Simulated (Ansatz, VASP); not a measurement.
## Rh: VASP beside Ansatz

The input INCAR:

```
ALGO     = Normal         # electronic algorithm
EDIFF    = 1E-6           # SCF threshold, eV
ENCUT    = 500            # plane-wave cutoff, eV
GGA      = PE             # functional
GGA_COMPAT= False        
ISIF     = 2              # what is computed and relaxed
ISMEAR   = 0              # smearing method
LASPH    = True           # aspherical terms in the spheres
LCHARG   = False          # write CHGCAR
LREAL    = False          # projectors in reciprocal space
LWAVE    = False          # write WAVECAR
NBANDS   = 14             # bands
NELM     = 120            # most SCF steps
PREC     = Accurate       # precision mode
SIGMA    = 0.1            # smearing width, eV
```

KPOINTS

```
k-points
0
Gamma
  8 8 8
```

The input POSCAR:

```
Rh
1.0
    0.0000000000      1.8900000000      1.8900000000
    1.8900000000      0.0000000000      1.8900000000
    1.8900000000      1.8900000000      0.0000000000
Rh
1
Direct
    0.0000000000      0.0000000000      0.0000000000
```

Input for Ansatz:

```yaml
crystal:
  lattice:
    - [0.0, 1.89, 1.89]
    - [1.89, 0.0, 1.89]
    - [1.89, 1.89, 0.0]
  atoms:
    - { symbol: Rh, position: [0.0, 0.0, 0.0] }
basis:
  ecutwfc: 420
kpoints:
  mp_grid: { grid: [8, 8, 8] }
hamiltonian:
  xc: pbe
  pseudopotentials: { kind: paw, azcp: { folder: soft_1 } }
scf:
  occupations: { method: gaussian, width: 0.1 }
output:
  forces: true
  stress: true
  eigenvalues: true
```

Alike in both runs: task single point; functional PBE; k mesh 8 × 8 × 8; occupations gaussian, width 0.1 eV; no spin polarisation.

```csv
,VASP,Ansatz
version,VASP 6.6.1,Ansatz 0.2.0
potentials or method,"VASP PAW PBE potentials, release 64 (Rh_pv), cutoff 500 eV","scalar-relativistic, plane waves, PAW"
valence electrons in the cell,15,17
```

|  | VASP | Ansatz | Ansatz less VASP |
| --- | --- | --- | --- |
| gap on the k mesh at the Fermi level (eV) | none | none | - |
| pressure (GPa) | 12.2 | 12.1 | -0.07 |

A gap of «none» marks a metal or a gap that the smearing closes. VASP's potentials hold 15 valence electrons a cell and Ansatz's 17, so a difference there can come from the potentials and not from the codes.
